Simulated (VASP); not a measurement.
A run of VASP 6.6.1 is set up as follows.

Contents of POSCAR:

```
Mg33O32
1.0
    8.4288080000      0.0000000000      0.0000000000
    0.0000000000      8.4288080000      0.0000000000
    0.0000000000      0.0000000000      8.4288080000
O Mg
32 33
Direct
    0.2507260000      0.0002570000      0.0005560000
    0.2485440000      0.9942310000      0.5012060000
    0.2485370000      0.5009100000      0.9945230000
    0.2487550000      0.5007610000      0.5010510000
    0.7496620000      0.9998240000      0.0001210000
    0.7492380000      0.0002820000      0.4991040000
    0.7492380000      0.4987960000      0.0005670000
    0.7553060000      0.5009580000      0.5012750000
    0.0007090000      0.2502660000      0.0005500000
    0.9947060000      0.2480790000      0.5012120000
    0.0002760000      0.7492060000      0.0001250000
    0.0007240000      0.7487910000      0.4991030000
    0.5013640000      0.2480810000      0.9945380000
    0.5011580000      0.2483300000      0.5010370000
    0.4992590000      0.7487880000      0.0005680000
    0.5014300000      0.7548360000      0.5012750000
    0.0007110000      0.0002540000      0.2505670000
    0.0002750000      0.9998160000      0.7495170000
    0.9946690000      0.5009100000      0.2483780000
    0.0007260000      0.4987990000      0.7490890000
    0.5013620000      0.9942250000      0.2483890000
    0.4992530000      0.0002780000      0.7490820000
    0.5012340000      0.5007640000      0.2486200000
    0.5014240000      0.5009620000      0.7551460000
    0.2487970000      0.2483520000      0.2486530000
    0.2485780000      0.2481170000      0.7550590000
    0.2485700000      0.7547710000      0.2484110000
    0.2507430000      0.7487980000      0.7490990000
    0.7552210000      0.2481080000      0.2484280000
    0.7492490000      0.2502850000      0.7490850000
    0.7492510000      0.7488030000      0.2505910000
    0.7496680000      0.7492140000      0.7495130000
    0.9997130000      0.9992620000      0.9995600000
    0.9943190000      0.9938600000      0.5003610000
    0.9942950000      0.5000520000      0.9941450000
    0.9983640000      0.5004480000      0.5007500000
    0.5005150000      0.9938500000      0.9941540000
    0.5008970000      0.9979000000      0.5007530000
    0.5009050000      0.5004510000      0.9982100000
    0.5306890000      0.5302060000      0.5305310000
    0.2490390000      0.2485810000      0.9981630000
    0.2194530000      0.2189630000      0.5302580000
    0.2494340000      0.7551720000      0.9941680000
    0.2490570000      0.7511660000      0.5007620000
    0.7556200000      0.2489750000      0.9941870000
    0.7516300000      0.2485980000      0.5007480000
    0.7502320000      0.7497730000      0.9996020000
    0.7556970000      0.7552480000      0.5003810000
    0.2490380000      0.9978620000      0.2488790000
    0.2494310000      0.9938910000      0.7554600000
    0.2193720000      0.5299980000      0.2192290000
    0.2490570000      0.5004520000      0.7514600000
    0.7556200000      0.9938800000      0.2492760000
    0.7502270000      0.9992990000      0.7500770000
    0.7516080000      0.5004580000      0.2489090000
    0.7556970000      0.5000810000      0.7555370000
    0.9983270000      0.2485870000      0.2488850000
    0.9943390000      0.2489720000      0.7554540000
    0.9943290000      0.7551680000      0.2492780000
    0.9997540000      0.7497780000      0.7500770000
    0.5304300000      0.2189440000      0.2192720000
    0.5009150000      0.2486080000      0.7514730000
    0.5009100000      0.7511550000      0.2489100000
    0.5005370000      0.7552380000      0.7555360000
    0.3750860000      0.3747000000      0.3749150000
```

File INCAR.step1:

```
PREC = Accurate
ENCUT = 520
EDIFF = 1E-5
ISMEAR = -1
SIGMA = 0.05
LREAL = Auto
LASPH = T
NELM = 60
ALGO = Normal
ISIF = 2
LWAVE = T
LCHARG = F
NBANDS = 167
GGA = PE
NELECT = 256.0
```

The input INCAR.step2:

```
PREC = Accurate
ENCUT = 520
EDIFF = 1E-7
ISMEAR = -1
SIGMA = 0.05
LREAL = Auto
LASPH = T
NELM = 60
ALGO = Normal
ISIF = 2
LWAVE = F
LCHARG = F
GGA = PE
LHFCALC = T
HFSCREEN = 0.2079
PRECFOCK = Fast
NBANDS = 167
ISTART = 1
NELECT = 256.0
```

KPOINTS

```
Automatic mesh
0
Gamma
  1 1 1
```

Potentials or basis: VASP PAW PBE potentials, release 64 (O, Mg).

Command:

```sh
$ cat potpaw_PBE.64/O/POTCAR potpaw_PBE.64/Mg/POTCAR > POTCAR
$ cp INCAR.step1 INCAR
$ mpirun -np 1 vasp_gam > vasp.out
$ cp INCAR.step2 INCAR
$ mpirun -np 1 vasp_gam > vasp.out
```

Question: Estimate the largest force.

Answer: 0.125 eV/Å.

Forces in eV/Å, atoms in the order of the input:
```
O    0.008 -0.005 -0.006
O    0.000  0.081  0.005
O    0.000  0.005  0.083
O    0.058 -0.059 -0.059
O   -0.001  0.005  0.004
O    0.005 -0.005 -0.011
O    0.006 -0.010 -0.004
O   -0.079  0.003  0.001
O   -0.003  0.006 -0.005
O    0.082 -0.001  0.004
O    0.005 -0.008  0.005
O   -0.005  0.005 -0.010
O    0.004  0.000  0.083
O   -0.059  0.060 -0.060
O   -0.009  0.005 -0.004
O    0.001 -0.079  0.002
O   -0.003 -0.005  0.005
O    0.006  0.003 -0.006
O    0.082  0.004 -0.001
O   -0.005 -0.010  0.005
O    0.004  0.081  0.000
O   -0.010 -0.005  0.005
O   -0.060 -0.060  0.057
O    0.001  0.003 -0.078
O    0.071  0.074  0.071
O   -0.005 -0.004 -0.083
O   -0.005 -0.084 -0.005
O    0.006  0.005  0.005
O   -0.084 -0.004 -0.004
O    0.005  0.007  0.006
O    0.007  0.005  0.007
O   -0.005 -0.006 -0.004
Mg  -0.001 -0.002 -0.002
Mg  -0.013 -0.012  0.002
Mg  -0.013  0.002 -0.013
Mg  -0.045  0.020  0.021
Mg   0.002 -0.012 -0.013
Mg   0.020 -0.043  0.019
Mg   0.020  0.020 -0.044
Mg   0.045  0.046  0.046
Mg  -0.019 -0.019 -0.043
Mg  -0.051 -0.049  0.055
Mg  -0.001  0.013 -0.013
Mg  -0.019  0.043  0.019
Mg   0.013 -0.002 -0.015
Mg   0.041 -0.019  0.020
Mg   0.001  0.002 -0.003
Mg   0.011  0.011  0.001
Mg  -0.019 -0.042 -0.018
Mg  -0.001 -0.014  0.014
Mg  -0.050  0.055 -0.049
Mg  -0.019  0.019  0.043
Mg   0.014 -0.013 -0.001
Mg   0.002 -0.003  0.002
Mg   0.043  0.019 -0.019
Mg   0.011  0.001  0.011
Mg  -0.044 -0.019 -0.018
Mg  -0.013 -0.001  0.013
Mg  -0.014  0.014 -0.001
Mg  -0.004  0.002  0.002
Mg   0.053 -0.049 -0.049
Mg   0.018 -0.019  0.041
Mg   0.019  0.043 -0.019
Mg   0.001  0.011  0.012
Mg  -0.009 -0.011 -0.008
```

Caveat: the k points lie up to 0.75 Å⁻¹ apart; the cell carries a net charge on a neutralising background, which shifts energy and pressure; the PAW data sets were made with another functional, which shifts forces and pressure a little.
